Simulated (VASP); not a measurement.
# Hf (P6_3/mmc) in VASP: further runs

The runs below take Hf through single point, with PBEsol.

All numbers are computed with VASP 6.6.1; they aren't measurements. Logs are shortened: lines on timing, memory, paths and dates and some standing lists are left out, and cuts for length are marked.

### Step 1. The cell of the first run

Symmetry: P6_3/mmc, No. 194, hexagonal system. The conventional cell has a = 2.345 Å, b = 2.345 Å, c = 4.085 Å, α = 90.00°, β = 90.00°, γ = 120.00°. Hf (site symmetry -6m2) has 12 Hf at 2.34 to 2.45 Å within 3.1 Å.

### Step 2. Single point, PBEsol

Contents of INCAR:

```
PREC = Accurate
ENCUT = 520
EDIFF = 1E-7
ISMEAR = -1
SIGMA = 0.08
LREAL = F
LASPH = T
NELM = 100
ALGO = Normal
ISIF = 2
LWAVE = F
LCHARG = F
GGA = PS
NBANDS = 17
```

Contents of KPOINTS:

```
Automatic mesh
0
Gamma
  14 14 8
```

Contents of POSCAR:

```
Hf
1.0
    2.3445585857      0.0000000000      0.0000000000
   -1.1722792928      2.0304472959      0.0000000000
    0.0000000000      0.0000000000      4.0853109487
Hf
2
Direct
    0.3333333333      0.6666666667      0.2500000000
    0.6666666667      0.3333333333      0.7500000000
```

Potentials or basis: VASP PAW PBE potentials, release 64 (Hf_pv).

Run with:

```
cat potpaw_PBE.64/Hf_pv/POTCAR > POTCAR
mpirun -np 1 vasp_std > vasp.out
```

OUTCAR:

```text
PREC = Accurate
   ENCUT = 520
   EDIFF = 1E-7
   ISMEAR = -1
   LREAL = F
   LASPH = T
   NELM = 100
   ISIF = 2
   GGA = PS

 ion  position               nearest neighbor table
   1  0.333  0.667  0.250-   2 2.45   2 2.45   2 2.45   2 2.45   2 2.45   2 2.45   2 3.39   2 3.39
                             2 3.39   2 3.39   2 3.39   2 3.39
   2  0.667  0.333  0.750-   1 2.45   1 2.45   1 2.45   1 2.45   1 2.45   1 2.45   1 3.39   1 3.39
                             1 3.39   1 3.39   1 3.39   1 3.39

  LATTYP: Found a hexagonal cell.
 ALAT       =     2.3445585857
 C/A-ratio  =     1.7424648604

  Lattice vectors:

 A1 = (   2.3445585857,   0.0000000000,   0.0000000000)
 A2 = (  -1.1722792928,   2.0304472959,   0.0000000000)
 A3 = (   0.0000000000,   0.0000000000,   4.0853109487)

Analysis of symmetry for initial positions (statically):
=====================================================================
 Subroutine PRICEL returns:
 Original cell was already a primitive cell.

 Routine SETGRP: Setting up the symmetry group for a
 hexagonal supercell.

 Subroutine GETGRP returns: Found 24 space group operations
 (whereof 12 operations were pure point group operations)
 out of a pool of 24 trial point group operations.

The static configuration has the point symmetry D_3d.
 The point group associated with its full space group is D_6h.

Analysis of symmetry for dynamics (positions and initial velocities):
=====================================================================
 Subroutine PRICEL returns:
 Original cell was already a primitive cell.

 Routine SETGRP: Setting up the symmetry group for a
 hexagonal supercell.

 Subroutine GETGRP returns: Found 24 space group operations
 (whereof 12 operations were pure point group operations)
 out of a pool of 24 trial point group operations.

The dynamic configuration has the point symmetry D_3d.
 The point group associated with its full space group is D_6h.

 Subroutine INISYM returns: Found 24 space group operations
 (whereof 12 operations are pure point group operations),
 and found     1 'primitive' translations

----------------------------------------------------------------------------------------

                                     Primitive cell

  volume of cell :      19.4481

  direct lattice vectors                    reciprocal lattice vectors
     2.344558586  0.000000000  0.000000000     0.426519519  0.246251159  0.000000000
[... 85 lines left out ...]
   NELM   =    100;   NELMIN=  2; NELMDL= -5     # of ELM steps
   EDIFF  = 0.1E-06   stopping-criterion for ELM
   LREAL  =      F    real-space projection
   EDIFFG = 0.1E-05   stopping-criterion for IOM
   NSW    =      0    number of steps for IOM
   IBRION =     -1    ionic relax: 0-MD 1-quasi-New 2-CG
   NFREE  =      0    steps in history (QN), initial steepest desc. (CG)
   ISIF   =      2    stress and relaxation
   ISYM   =      2    0-nonsym 1-usesym 2-fastsym
   POTIM  = 0.5000    time-step for ionic-motion
   TEBEG  =    0.0;   TEEND  =   0.0 temperature during run
   PSTRESS=    0.0 pullay stress
   NELECT =      20.0000    total number of electrons
   NUPDOWN=      -1.0000    fix difference up-down
   EMIN   =  10.00;   EMAX   =-10.00  energy-range for DOS
   EFERMI =   0.00;   METHOD = LEGACY
   ISMEAR =    -1;   SIGMA  =   0.08  broadening in eV -4-tet -1-fermi 0-gaus
   EFERMI_NEDOS =   21; number of points for ismear=-14 and -15
   IALGO  =     38    algorithm
   IMIX   =      4    mixing-type and parameters
     AMIX     =   0.40;   BMIX     =  1.00
     AMIX_MAG =   1.60;   BMIX_MAG =  1.00
  volume/ion in A,a.u.               =       9.72        65.62
  Fermi-wavevector in a.u.,A,eV,Ry     =   1.652439  3.122658 37.151466  2.730556
  Thomas-Fermi vector in A             =   2.741048
   LORBIT       =      0    0 simple, 1 ext, 2 COOP (PROOUT), +10 PAW based schemes
   GGA     = PS    functional components
   LHFCALC =     F    Hartree Fock is set to
   AEXX    =    0.0000 exact exchange contribution
   IVDW    =     0    specifies the selected vdW correction
   LEPSILON=     F    determine dielectric tensor
   LRPA    =     F    only Hartree local field effects (RPA)
 non-spin polarized calculation
  energy-cutoff  :      520.00
  volume of cell :       19.45
 maximum number of plane-waves:       549
 NGX is ok and might be reduce to    18

 number of electron      19.9999999 magnetization

 Free energy of the ion-electron system (eV)
  ---------------------------------------------------
  ext. energy  EPLUGINS =         0.00000000
  ---------------------------------------------------
  free energy    TOTEN  =        -6.98366251 eV

  energy without entropy =       -6.96781552  energy(sigma->0) =       -6.97573901

 E-fermi :  12.2527     XC(G=0): -15.8275

 val. band max:       12.2359042942   @ k =   0.4286   0.1429   0.3750
 cond. band min:      12.2564998361   @ k =   0.0714   0.0714   0.3750
 fundamental gap:      0.0205955420
 Fermi energy:        12.2527285152

 k-point     1 :       0.0000    0.0000    0.0000
  band No.  band energies     occupation
      1     -22.4669      2.00000
      2     -15.0592      2.00000
      3     -15.0128      2.00000
      4     -15.0128      2.00000
      5     -14.2753      2.00000
      6     -14.2753      2.00000
[... 457 lines left out ...]
      4     -18.7127      2.00000
      5     -17.9676      2.00000
      6     -17.3560      2.00000
[... 9 lines left out ...]
     16      22.6276      0.00000
     17      26.7495      0.00000

 [... further k-points ...]

------------------------ aborting loop because EDIFF is reached ----------------------------------------

  FORCE on cell =-STRESS in cart. coord.  units (eV):
  Direction    XX          YY          ZZ          XY          YZ          ZX
  --------------------------------------------------------------------------------------
  -------------------------------------------------------------------------------------
  Total       44.0294128     44.0294128     43.9656017      0.0000000      0.0000000      0.0000000
  in kB     3627.2337819   3627.2337820   3621.9768891      0.0000001      0.0000000      0.0000000
  external PRESSURE =    3625.4814843 kB  Pullay stress =       0.0000000 kB

 VOLUME and BASIS-vectors are now :
 -----------------------------------------------------------------------------
  energy-cutoff  :      520.00
  volume of cell :       19.45
      direct lattice vectors                 reciprocal lattice vectors
     2.344558586  0.000000000  0.000000000     0.426519519  0.246251159  0.000000000
    -1.172279293  2.030447296  0.000000000     0.000000000  0.492502318  0.000000000
     0.000000000  0.000000000  4.085310949     0.000000000  0.000000000  0.244779409

 POSITION                                       TOTAL-FORCE (eV/Angst)
 -----------------------------------------------------------------------------------
     -0.00000      1.35363      1.02133        -0.000000     -0.000000      0.000000
      1.17228      0.67682      3.06398         0.000000      0.000000      0.000000
 -----------------------------------------------------------------------------------
    total drift:                                0.000000     -0.000000      0.000000

  FREE ENERGIE OF THE ION-ELECTRON SYSTEM (eV)
  ---------------------------------------------------
  free  energy   TOTEN  =        -6.9836625063 eV

  energy  without entropy=       -6.9678155204  energy(sigma->0) =       -6.97573901
```

stdout:

```text
POSCAR found type information on POSCAR Hf
 POSCAR found :  1 types and       2 ions
 scaLAPACK will be used
 -----------------------------------------------------------------------------
|                                                                             |
|                                                                             |
|     You enforced a specific xc type in the INCAR file but a different       |
|     I HOPE YOU KNOW WHAT YOU ARE DOING!                                     |
|                                                                             |
 -----------------------------------------------------------------------------

 LDA part: xc-table for (Slater+PW92), standard interpolation
 POSCAR, INCAR and KPOINTS ok, starting setup
 FFT: planning ... GRIDC
 FFT: planning ... GRID_SOFT
 FFT: planning ... GRID
 WAVECAR not read
 entering main loop
```

It took 19 s on 1 thread of AMD EPYC 9R45 (Zen 5), shared host; peak memory 0.12 GiB.

What came out:

* Free energy: -6.9837 eV
* Pressure: 362.5 GPa
* Band gap on the k mesh: zero (band 10 reaches 13.27 eV, above the bottom of band 11 at 11.34 eV)

Stress tensor (GPa, compression positive):
```
362.72   0.00   0.00
  0.00 362.72   0.00
  0.00   0.00 362.20
```

Levels at points of the mesh, in eV from the Fermi level:
| k point | band 7 | band 8 | band 9 | band 10 | band 11 | band 12 | band 13 | band 14 |
| --- | --- | --- | --- | --- | --- | --- | --- | --- |
| (0.00, 0.00, 0.00) | -7.60 | -6.34 | -0.88 | 0.95 | 0.95 | 2.62 | 2.62 | 6.09 |
| (0.50, 0.00, 0.00) | -7.95 | -6.65 | -5.35 | 0.85 | 1.37 | 3.24 | 4.61 | 14.11 |
| (0.00, 0.00, 0.50) | -5.07 | -5.07 | 0.91 | 0.91 | 1.01 | 1.01 | 1.01 | 1.01 |
| (0.50, 0.00, 0.50) | -7.59 | -7.59 | -5.05 | -5.05 | 5.50 | 5.50 | 7.93 | 7.93 |

Caveat: the PAW data sets were made with another functional, which shifts forces and pressure a little; spin-orbit coupling is left out, which moves the levels of the heavy elements.

### Step 3. Single point, PBEsol

Contents of INCAR:

```
SYSTEM = Hf
PREC = Accurate ; ENCUT = 520
EDIFF = 1E-6 ; ISMEAR = -1
SIGMA = 0.08 ; LREAL = .FALSE.
LASPH = .TRUE. ; NELM = 100
ALGO = Normal ; ISIF = 2
LWAVE = .FALSE. ; LCHARG = .FALSE.
GGA = PS ; NBANDS = 17
```

Contents of KPOINTS:

```
regular mesh
0
G
  14 14 8
  0 0 0
```

Contents of POSCAR:

```
Hf
1.0
    2.3445585858      0.0000000000      0.0000000000
   -1.1722792929      2.0304472959      0.0000000000
    0.0000000000      0.0000000000      4.0853109486
Hf
2
Direct
    0.3333333333      0.6666666667      0.2500000000
    0.6666666667      0.3333333333      0.7500000000
```

Potentials or basis: VASP PAW PBE potentials, release 64 (Hf_pv).

Run with:

```
cat potpaw_PBE.64/Hf_pv/POTCAR > POTCAR
mpirun -np 1 vasp_std > vasp.out
```

Run time: 18 s. Hardware: 1 thread of AMD EPYC 9R45 (Zen 5), shared host; peak memory 0.12 GiB.

Results (log left out):

```
Free energy            : -6.9837 eV
Pressure               : 362.6 GPa
Band gap on the k mesh : zero (band 10 reaches 13.27 eV, above the bottom of band 11 at 11.34 eV)
```

Stress tensor (GPa, compression positive):
```
362.73   0.00   0.00
  0.00 362.73   0.00
  0.00   0.00 362.22
```

Levels at points of the mesh, in eV from the Fermi level:
```
           k point  band 8  band 9  band 10  band 11  band 12  band 13
(0.00, 0.00, 0.00)   -6.34   -0.88     0.95     0.95     2.62     2.62
(0.50, 0.00, 0.00)   -6.65   -5.35     0.85     1.37     3.24     4.61
(0.00, 0.00, 0.50)   -5.07    0.91     0.91     1.01     1.01     1.01
(0.50, 0.00, 0.50)   -7.59   -5.05    -5.05     5.50     5.50     7.93
```

Caveat: the PAW data sets were made with another functional, which shifts forces and pressure a little; spin-orbit coupling is left out, which moves the levels of the heavy elements.
